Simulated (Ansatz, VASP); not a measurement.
## One calculation of Bi, two programs

File INCAR:

```
  ALGO = Normal
  EDIFF = 1E-6
  EDIFFG = -0.005
  ENCUT = 600
  GGA = PE
  IBRION = 2
  ISIF = 3
  ISMEAR = -1
  LASPH = T
  LCHARG = F
  LREAL = F
  LWAVE = F
  NELM = 60
  NSW = 45
  PREC = Accurate
  SIGMA = 0.05
```

The input KPOINTS:

```
k-points
0
Gamma
  11 11 11
```

The input POSCAR:

```
Bi
1.0
    0.0000000000      3.6442407693      3.6442407693
    3.6442407693      0.0000000000      3.6442407693
    3.6442407693      3.6442407693      0.0000000000
Bi
2
Direct
   -0.1250000000     -0.1250000000     -0.1250000000
    0.1250000000      0.1250000000      0.1250000000
```

Input for Ansatz:

```yaml
crystal:
  lattice:
    - [0.0, 3.6442407693, 3.6442407693]
    - [3.6442407693, 0.0, 3.6442407693]
    - [3.6442407693, 3.6442407693, 0.0]
  atoms:
    - { symbol: Bi, position: [-0.125, -0.125, -0.125] }
    - { symbol: Bi, position: [0.125, 0.125, 0.125] }
kpoints:
  mp_grid: { grid: [11, 11, 11] }
scf:
  occupations: { method: fermi_dirac, width: 0.05 }
hamiltonian:
  xc: pbe
  pseudopotentials:
    kind: all_electron
    lapw: { basis_error: 0.0005 }
    relativity: none
output:
  forces: true
  stress: true
  eigenvalues: true
  populations: true
relax:
  f_tol: 0.005
  max_steps: 25
  cell: {}
```

Alike in both runs: task relaxation of cell and atoms; functional PBE; k mesh 11 × 11 × 11; occupations fermi-dirac, width 0.05 eV; no spin polarisation.

```csv
,VASP,Ansatz
version,VASP 6.6.1,Ansatz 0.2.0
potentials or method,"VASP PAW PBE potentials, release 64 (Bi_d), cutoff 600 eV","all-electron LAPW, non-relativistic"
```

```tsv
	VASP	Ansatz	Ansatz less VASP
relaxed volume (Å³/atom)	48.40	52.52	+4.121
relaxed length of the cell vector where the two differ most in proportion (Å)	5.154	5.296	+0.1423
```

Ansatz ran all-electron here, and VASP with PAW potentials.

Spin-orbit coupling is off throughout. Noted on VASP's run: the relaxation stopped at its first step, so nothing moved.
